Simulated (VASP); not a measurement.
Ag4F, 5 atoms in the cell. The cell holds a slab with vacuum, 5 atoms: a = 2.867 Å, b = 2.867 Å, c = 25.082 Å, α = 90.00°, β = 90.00°, γ = 90.00°. 

```yaml
Program: VASP 6.6.1
Task: single point
Functional: PBEsol
Potentials_or_basis: VASP PAW PBE potentials, release 64 (Ag, F)
Cutoff: 520 eV
k_mesh: 10 × 10 × 1
Occupations: gaussian, width 0.1 eV
Spin: no spin polarisation
Dipole_correction: yes
Further_INCAR_settings: ALGO = Normal; EDIFF = 1e-07; NBANDS = 34
```

Potentials or basis: VASP PAW PBE potentials, release 64 (Ag, F).

Run with:

```sh
$ cat potpaw_PBE.64/Ag/POTCAR potpaw_PBE.64/F/POTCAR > POTCAR
$ mpirun -np 1 vasp_std > vasp.out
```

Hardware: 1 thread of Intel(R) Xeon(R) 6975P-C (Granite Rapids), on a shared host.

Q: How long does it take, and how much memory?

A: Run time: 2.3 min on 1 thread of Intel(R) Xeon(R) 6975P-C (Granite Rapids) (shared host), peak memory 0.38 GiB. Counts: scf iterations 29, k points 21.
